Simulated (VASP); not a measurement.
Input of a VASP 6.6.1 run:

The input INCAR:

```
SYSTEM = WC
PREC     = Accurate       ! precision mode
ENCUT    = 520            ! plane-wave cutoff, eV
EDIFF    = 1E-7           ! SCF threshold, eV
ISMEAR   = -1             ! smearing method
SIGMA    = 0.24           ! smearing width, eV
LREAL    = Auto         
LASPH    = .TRUE.         ! aspherical terms in the spheres
NELM     = 100            ! most SCF steps
ALGO     = Normal         ! electronic algorithm
ISIF     = 2              ! what is computed and relaxed
LWAVE    = .FALSE.        ! write WAVECAR
LCHARG   = .FALSE.        ! write CHGCAR
GGA      = PE             ! functional
IVDW     = 12             ! dispersion correction
NBANDS   = 86             ! bands
```

Contents of KPOINTS:

```
Automatic mesh
0
G
  2 2 2
  0 0 0
```

The input POSCAR:

```
WC
1.0
   -2.9891740000     -5.1774000000      0.0000000000
    4.4837600000     -2.5887000000      0.0000000000
    0.0000000000      0.0000000000      5.8493330000
W C
8 8
Direct
    0.7569155399      0.5461604217      0.0294221580
    0.7184201641      0.5059108596      0.5019375713
    0.4770700995      0.0093549917     -0.0084454074
    0.5092421402     -0.0242400652      0.4862776662
    0.2414523001      0.5297658522      0.0121039442
    0.2452781503      0.4926398982      0.5138534599
   -0.0076762595      0.0101375463      0.0154889455
    0.0032447856      0.0064899166      0.4970994129
    0.4955437204      0.6641449152      0.1833542389
    0.5067107753      0.6133795464      0.7462047382
    0.2335464480      0.1302725771      0.2556359845
    0.1971090141      0.1723984201      0.7731821731
    0.0396607711      0.6661491574      0.2885970076
    0.0398092975      0.6771318976      0.7076020463
    0.7135784674      0.2216243068      0.2684579592
    0.7519233604      0.0792258638      0.7015329782
```

Potentials or basis: VASP PAW PBE potentials, release 64 (W_sv, C).

Command:

```console
$ cat potpaw_PBE.64/W_sv/POTCAR potpaw_PBE.64/C/POTCAR > POTCAR
$ mpirun -np 1 vasp_std > vasp.out
```

Question: What does it give for the pressure?

Answer: -6.7 GPa.

Question: Predict the largest force.

Answer: 6.362 eV/Å.

Question: Estimate the dispersion energy per atom.

Answer: -0.423 eV.

Forces on the atoms (eV/Å):
```
W   -3.274  0.533 -4.133
W   -2.751 -3.331  0.600
W   -0.345 -1.778 -0.031
W    2.084  1.317 -0.041
W   -2.458  2.905 -2.690
W   -2.785 -0.642 -1.079
W    0.074  0.876 -1.229
W   -1.317  0.269  0.292
C    2.287 -0.888  5.870
C    2.771 -0.078  1.539
C    1.530 -2.879 -0.704
C   -1.089 -2.481 -0.608
C    2.395  2.368 -2.842
C    2.380  3.003  3.932
C   -3.389  0.478 -2.796
C    3.887  0.329  3.922
```

Caveat: the k points lie up to 0.61 Å⁻¹ apart; forces of over 1 eV/Å act on the atoms, so gaps and moduli don't describe the material at rest.
